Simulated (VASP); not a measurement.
Write the native input for VASP 6.6.1 that does the following.

```yaml
Task: single point
Functional: RPBE
Potentials_or_basis: VASP PAW PBE potentials, release 64 (Pb_d, O)
Cutoff: 600 eV
k_mesh: 4 × 4 × 4
Occupations: methfessel-paxton, width 0.088 eV
Spin: no spin polarisation
Dipole_correction: no
Further_INCAR_settings: ALGO = Normal; EDIFF = 1e-06; NBANDS = 20
```

The structure of PbO2 lies in POSCAR:

```
PbO2
1.0
    0.0000000000      2.5228544392      2.5228544392
    2.5228544392      0.0000000000      2.5228544392
    2.5228544392      2.5228544392      0.0000000000
Pb O
1 2
Direct
    0.0000000000      0.0000000000      0.0000000000
    0.2500000000      0.2500000000      0.2500000000
    0.7500000000      0.7500000000      0.7500000000
```

The input as run:

INCAR

```
SYSTEM = PbO2
ALGO = Normal
EDIFF = 1E-6
ENCUT = 600
GGA = RP
GGA_COMPAT = .FALSE.
ISIF = 2
ISMEAR = 1
LASPH = .TRUE.
LCHARG = .FALSE.
LREAL = .FALSE.
LWAVE = .FALSE.
NBANDS = 20
NELM = 120
PREC = Accurate
SIGMA = 0.088
```

KPOINTS

```
k-points
0
G
  4 4 4
  0 0 0
```

Potentials or basis: VASP PAW PBE potentials, release 64 (Pb_d, O).

Launch:

```console
$ cat potpaw_PBE.64/Pb_d/POTCAR potpaw_PBE.64/O/POTCAR > POTCAR
$ mpirun -np 1 vasp_std > vasp.out
```

Results of the run:

- Pressure: 52.1 GPa
- Band gap on the k mesh: zero (band 13 reaches 8.73 eV, above the bottom of band 14 at 7.77 eV)

Caveat: the k points lie up to 0.54 Å⁻¹ apart; the PAW data sets were made with another functional, which shifts forces and pressure a little; spin-orbit coupling is left out, which moves the levels of the heavy elements.

Wall time 16 s on 1 thread of Intel Xeon 8259CL, with other jobs on the host, peak memory 0.17 GiB.
